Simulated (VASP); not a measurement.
Wanted: the native input for a VASP 6.6.1 run.

```
Task                   : single point
Functional             : LDA
Potentials or basis    : VASP PAW LDA potentials, release 64 (Ga_d)
Cutoff                 : 520 eV
k mesh                 : 8 × 8 × 7
Occupations            : fermi-dirac, width 0.1 eV
Spin                   : no spin polarisation
Dipole correction      : no
Further INCAR settings : ALGO = Normal; EDIFF = 1e-07; NBANDS = 34
```

The structure of Ga lies in POSCAR:

```
Ga
1.0
    2.2178908173     -3.7419137528      0.0000000000
    2.2178908173      3.7419137528      0.0000000000
    0.0000000000      0.0000000000      4.4249628129
Ga
4
Direct
    0.8443628362      0.1556371638      0.0859373133
    0.6556371638      0.3443628362      0.5859373133
    0.1556371638      0.8443628362      0.9140626867
    0.3443628362      0.6556371638      0.4140626867
```

The input as run:

INCAR

```
SYSTEM = Ga
PREC = Accurate
ENCUT = 520
EDIFF = 1E-7
ISMEAR = -1
SIGMA = 0.1
LREAL = .False.
LASPH = .True.
NELM = 80
ALGO = Normal
ISIF = 2
LWAVE = .False.
LCHARG = .False.
GGA = CA
NBANDS = 34
```

KPOINTS

```
Automatic mesh
0
Gamma
  8 8 7
  0 0 0
```

Potentials or basis: VASP PAW LDA potentials, release 64 (Ga_d).

Run with:

```sh
$ cat potpaw_LDA.64/Ga_d/POTCAR > POTCAR
$ mpirun -np 1 vasp_std > vasp.out
```

Results of the run:

The pressure is 0.2 GPa and the largest force is 0.004 eV/Å. The band gap on the k mesh is zero (band 26 reaches 5.63 eV, above the bottom of band 27 at 4.58 eV).

Wall time 100 s on 1 thread of AMD EPYC 9R45 96-Core Processor (Zen 5), with other jobs on the host, peak memory 0.23 GiB.
